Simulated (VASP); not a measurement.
# Ca in VASP: notebook

The runs below take Ca through single point, with PBE.

All numbers are computed with VASP 6.6.1; they aren't measurements. Logs are shortened: lines on timing, memory, paths and dates and some standing lists are left out, and cuts for length are marked.

## Step 1: The cell of the first run

Symmetry: Fm-3m, No. 225, cubic system. The conventional cell has a = 5.588 Å, b = 5.588 Å, c = 5.588 Å, α = 90.00°, β = 90.00°, γ = 90.00°. Ca (site symmetry m-3m) has 12 Ca at 3.95 Å within 5.2 Å.

## Step 2: Single point, PBE

The input, INCAR:

```
PREC     = Accurate       # precision mode
ENCUT    = 520            # plane-wave cutoff, eV
EDIFF    = 1E-6           # SCF threshold, eV
ISMEAR   = -1             # smearing method
SIGMA    = 0.05           # smearing width, eV
LREAL    = F              # projectors in reciprocal space
LASPH    = T              # aspherical terms in the spheres
NELM     = 100            # most SCF steps
ALGO     = Normal         # electronic algorithm
ISIF     = 2              # what is computed and relaxed
LWAVE    = F              # write WAVECAR
LCHARG   = F              # write CHGCAR
GGA      = PE             # functional
NBANDS   = 11             # bands
```

The input, KPOINTS:

```
regular mesh
0
Gamma
  7 7 7
```

The input, POSCAR:

```
Ca
1.0
    0.0000000000      2.7942000000      2.7942000000
    2.7942000000      0.0000000000      2.7942000000
    2.7942000000      2.7942000000      0.0000000000
Ca
1
Direct
    0.0000000000      0.0000000000      0.0000000000
```

Potentials or basis: VASP PAW PBE potentials, release 64 (Ca_sv).

On the command line:

```
$ cat potpaw_PBE.64/Ca_sv/POTCAR > POTCAR
$ mpirun -np 1 vasp_std > vasp.out
```

OUTCAR:

```text
PREC = Accurate
   ENCUT = 520
   EDIFF = 1E-6
   ISMEAR = -1
   LREAL = F
   LASPH = T
   NELM = 100
   ISIF = 2
   GGA = PE

 ion  position               nearest neighbor table
   1  0.000  0.000  0.000-

  LATTYP: Found a face centered cubic cell.
 ALAT       =     5.5884000000

  Lattice vectors:

 A1 = (   0.0000000000,   2.7942000000,   2.7942000000)
 A2 = (   2.7942000000,   0.0000000000,   2.7942000000)
 A3 = (   2.7942000000,   2.7942000000,   0.0000000000)

Analysis of symmetry for initial positions (statically):
=====================================================================
 Subroutine PRICEL returns:
 Original cell was already a primitive cell.

 Routine SETGRP: Setting up the symmetry group for a
 face centered cubic supercell.

 Subroutine GETGRP returns: Found 48 space group operations
 (whereof 48 operations were pure point group operations)
 out of a pool of 48 trial point group operations.

The static configuration has the point symmetry O_h .

Analysis of symmetry for dynamics (positions and initial velocities):
=====================================================================
 Subroutine PRICEL returns:
 Original cell was already a primitive cell.

 Routine SETGRP: Setting up the symmetry group for a
 face centered cubic supercell.

 Subroutine GETGRP returns: Found 48 space group operations
 (whereof 48 operations were pure point group operations)
 out of a pool of 48 trial point group operations.

The dynamic configuration has the point symmetry O_h .

 Subroutine INISYM returns: Found 48 space group operations
 (whereof 48 operations are pure point group operations),
 and found     1 'primitive' translations

----------------------------------------------------------------------------------------

                                     Primitive cell

  volume of cell :      43.6317

  direct lattice vectors                    reciprocal lattice vectors
     0.000000000  2.794200000  2.794200000    -0.178942094  0.178942094  0.178942094
     2.794200000  0.000000000  2.794200000     0.178942094 -0.178942094  0.178942094
     2.794200000  2.794200000  0.000000000     0.178942094  0.178942094 -0.178942094

  length of vectors
     3.951595536  3.951595536  3.951595536     0.309936799  0.309936799  0.309936799

  position of ions in fractional coordinates (direct lattice)
     0.000000000  0.000000000  0.000000000

  ion indices of the primitive-cell ions
   primitive index   ion index
                 1           1

----------------------------------------------------------------------------------------

 KPOINTS: regular mesh

Automatic generation of k-mesh.
 Grid dimensions read from file:
 generate k-points for:    7    7    7

 Generating k-lattice:

  Cartesian coordinates                     Fractional coordinates (reciprocal lattice)
    -0.025563156  0.025563156  0.025563156     0.142857143  0.000000000  0.000000000
     0.025563156 -0.025563156  0.025563156     0.000000000  0.142857143  0.000000000
     0.025563156  0.025563156 -0.025563156     0.000000000  0.000000000  0.142857143

  Length of vectors
     0.044276686  0.044276686  0.044276686

  Shift w.r.t. Gamma in fractional coordinates (k-lattice)
     0.000000000  0.000000000  0.000000000

 Subroutine IBZKPT returns following result:
 ===========================================

 Found     20 irreducible k-points:

 Following reciprocal coordinates:
            Coordinates               Weight
  0.000000  0.000000  0.000000      1.000000
  0.142857  0.000000  0.000000      8.000000
  0.285714  0.000000  0.000000      8.000000
  0.428571  0.000000  0.000000      8.000000
  0.142857  0.142857  0.000000      6.000000
  0.285714  0.142857  0.000000     24.000000
[... 12 lines left out ...]
 -0.428571  0.428571  0.142857     24.000000
 -0.285714  0.428571  0.142857     24.000000
   k-points           NKPTS =     20   k-points in BZ     NKDIM =     20   number of bands    NBANDS=     11
   number of dos      NEDOS =    301   number of ions     NIONS =      1
   total plane-waves  NPLWV =  27000
   dimension x,y,z NGX =    30 NGY =   30 NGZ =   30
   dimension x,y,z NGXF=    60 NGYF=   60 NGZF=   60
   ions per type =               1
   NGX,Y,Z   is equivalent  to a cutoff of  12.62, 12.62, 12.62 a.u.
   NGXF,Y,Z  is equivalent  to a cutoff of  25.24, 25.24, 25.24 a.u.
 SYSTEM =  unknown system
   PREC   = accura    normal or accurate (medium, high low for compatibility)
   ISTART =      0    job   : 0-new  1-cont  2-samecut
   ICHARG =      2    charge: 1-file 2-atom 10-const
   ISPIN  =      1    spin polarized calculation?
   LNONCOLLINEAR =      F non collinear calculations
   LSORBIT =      F    spin-orbit coupling
   LASPH  =      T    aspherical Exc in radial PAW
   ENCUT  =  520.0 eV  38.22 Ry    6.18 a.u.   7.35  7.35  7.35*2*pi/ulx,y,z
   NELM   =    100;   NELMIN=  2; NELMDL= -5     # of ELM steps
   EDIFF  = 0.1E-05   stopping-criterion for ELM
   LREAL  =      F    real-space projection
   EDIFFG = 0.1E-04   stopping-criterion for IOM
   NSW    =      0    number of steps for IOM
   IBRION =     -1    ionic relax: 0-MD 1-quasi-New 2-CG
   NFREE  =      0    steps in history (QN), initial steepest desc. (CG)
   ISIF   =      2    stress and relaxation
   ISYM   =      2    0-nonsym 1-usesym 2-fastsym
   POTIM  = 0.5000    time-step for ionic-motion
   TEBEG  =    0.0;   TEEND  =   0.0 temperature during run
   PSTRESS=    0.0 pullay stress
   NELECT =      10.0000    total number of electrons
   NUPDOWN=      -1.0000    fix difference up-down
   EMIN   =  10.00;   EMAX   =-10.00  energy-range for DOS
   EFERMI =   0.00;   METHOD = LEGACY
   ISMEAR =    -1;   SIGMA  =   0.05  broadening in eV -4-tet -1-fermi 0-gaus
   EFERMI_NEDOS =   21; number of points for ismear=-14 and -15
   IALGO  =     38    algorithm
   IMIX   =      4    mixing-type and parameters
     AMIX     =   0.40;   BMIX     =  1.00
     AMIX_MAG =   1.60;   BMIX_MAG =  1.00
  volume/ion in A,a.u.               =      43.63       294.44
  Fermi-wavevector in a.u.,A,eV,Ry     =   1.001861  1.893242 13.656506  1.003725
  Thomas-Fermi vector in A             =   2.134310
   LORBIT       =      0    0 simple, 1 ext, 2 COOP (PROOUT), +10 PAW based schemes
   GGA     = PE    functional components
   LHFCALC =     F    Hartree Fock is set to
   AEXX    =    0.0000 exact exchange contribution
   IVDW    =     0    specifies the selected vdW correction
   LEPSILON=     F    determine dielectric tensor
   LRPA    =     F    only Hartree local field effects (RPA)
 non-spin polarized calculation
  energy-cutoff  :      520.00
  volume of cell :       43.63
 maximum number of plane-waves:      1211
 NGX is ok and might be reduce to    30
   NGX = 15   NGY = 15   NGZ = 15

 number of electron      10.0000000 magnetization

 number of electron       9.9999997 magnetization

 Free energy of the ion-electron system (eV)
  ---------------------------------------------------
  ext. energy  EPLUGINS =         0.00000000
  ---------------------------------------------------
  free energy    TOTEN  =        -1.93814119 eV

  energy without entropy =       -1.92877710  energy(sigma->0) =       -1.93345914

 E-fermi :   1.8417     XC(G=0):  -7.6349

 val. band max:        1.7629797451   @ k =  -0.4286   0.1429   0.0000
 cond. band min:       1.9336369654   @ k =  -0.2857   0.4286   0.1429
 fundamental gap:      0.1706572203
 Fermi energy:         1.8416855282

 k-point     1 :       0.0000    0.0000    0.0000
  band No.  band energies     occupation
      1     -40.2785      2.00000
      2     -21.1985      2.00000
      3     -21.1985      2.00000
      4     -21.1985      2.00000
      5      -2.1376      2.00000
      6       4.1143      0.00000
      7       4.1143      0.00000
      8       4.1143      0.00000
      9       5.1405      0.00000
     10       5.1405      0.00000
     11      10.8047      0.00000

 k-point     2 :       0.1429    0.0000    0.0000
  band No.  band energies     occupation
      1     -40.2764      2.00000
      2     -21.2216      2.00000
      3     -21.2017      2.00000
      4     -21.2017      2.00000
      5      -1.8016      2.00000
      6       3.7758      0.00000
      7       4.2204      0.00000
      8       4.2204      0.00000
      9       5.0619      0.00000
     10       5.0619      0.00000
     11      10.6593      0.00000

 k-point     3 :       0.2857    0.0000    0.0000
  band No.  band energies     occupation
      1     -40.2715      2.00000
      2     -21.2733      2.00000
      3     -21.2088      2.00000
      4     -21.2088      2.00000
      5      -0.8610      2.00000
      6       3.0079      0.00000
      7       4.2073      0.00000
      8       4.2073      0.00000
      9       5.2521      0.00000
     10       5.2521      0.00000
     11       8.4842      0.00000

 k-point     4 :       0.4286    0.0000    0.0000
  band No.  band energies     occupation
      1     -40.2676      2.00000
      2     -21.3142      2.00000
      3     -21.2146      2.00000
      4     -21.2146      2.00000
      5       0.4311      2.00000
      6       2.0127      0.06331
      7       4.0336      0.00000
      8       4.0336      0.00000
      9       5.7127      0.00000
     10       5.7127      0.00000
     11       7.0402      0.00000
[... 183 lines left out ...]
 k-point    18 :      -0.4286    0.2857    0.1429
  band No.  band energies     occupation
      1     -40.2651      2.00000
      2     -21.2967      2.00000
      3     -21.2522      2.00000
      4     -21.2271      2.00000
      5       1.1243      2.00000
      6       2.2496      0.00057
      7       3.1582      0.00000
      8       4.5158      0.00000
      9       5.5180      0.00000
     10       6.1450      0.00000
     11       6.9308      0.00000

 k-point    19 :      -0.4286    0.4286    0.1429
  band No.  band energies     occupation
      1     -40.2638      2.00000
      2     -21.2983      2.00000
      3     -21.2540      2.00000
      4     -21.2402      2.00000
      5       1.3852      1.99978
      6       2.4881      0.00000
      7       2.7878      0.00000
      8       4.9366      0.00000
      9       5.7421      0.00000
     10       6.1920      0.00000
     11       7.1943      0.00000

 k-point    20 :      -0.2857    0.4286    0.1429
  band No.  band energies     occupation
      1     -40.2635      2.00000
      2     -21.2831      2.00000
      3     -21.2757      2.00000
      4     -21.2382      2.00000
      5       1.9336      0.27433
      6       2.3865      0.00004
      7       2.5584      0.00000
      8       4.5248      0.00000
      9       5.7851      0.00000
     10       6.3072      0.00000
     11       6.9491      0.00000

------------------------ aborting loop because EDIFF is reached ----------------------------------------

  FORCE on cell =-STRESS in cart. coord.  units (eV):
  Direction    XX          YY          ZZ          XY          YZ          ZX
  --------------------------------------------------------------------------------------
  -------------------------------------------------------------------------------------
  Total       -0.1429194     -0.1429194     -0.1429194      0.0000000      0.0000000      0.0000000
  in kB       -5.2480672     -5.2480672     -5.2480672      0.0000000      0.0000000      0.0000000
  external PRESSURE =      -5.2480672 kB  Pullay stress =       0.0000000 kB

 VOLUME and BASIS-vectors are now :
 -----------------------------------------------------------------------------
  energy-cutoff  :      520.00
  volume of cell :       43.63
      direct lattice vectors                 reciprocal lattice vectors
     0.000000000  2.794200000  2.794200000    -0.178942094  0.178942094  0.178942094
     2.794200000  0.000000000  2.794200000     0.178942094 -0.178942094  0.178942094
     2.794200000  2.794200000  0.000000000     0.178942094  0.178942094 -0.178942094

 POSITION                                       TOTAL-FORCE (eV/Angst)
 -----------------------------------------------------------------------------------
      0.00000      0.00000      0.00000        -0.000000     -0.000000      0.000000
 -----------------------------------------------------------------------------------
    total drift:                               -0.000000     -0.000000      0.000000

  FREE ENERGIE OF THE ION-ELECTRON SYSTEM (eV)
  ---------------------------------------------------
  free  energy   TOTEN  =        -1.9381411863 eV

  energy  without entropy=       -1.9287770986  energy(sigma->0) =       -1.93345914
```

Run time: 15 s. Hardware: 1 thread of Intel Xeon 8259CL, shared host; peak memory 0.16 GiB.

What came out:

```
Free energy            : -1.9381 eV
Pressure               : -0.5 GPa
Band gap on the k mesh : zero (bands 5 and 6 overlap by 0.17 eV)
```

(Continued in part 2 of 3.)

The gap in the log of VASP goes by the Fermi energy; the results here count the filled bands.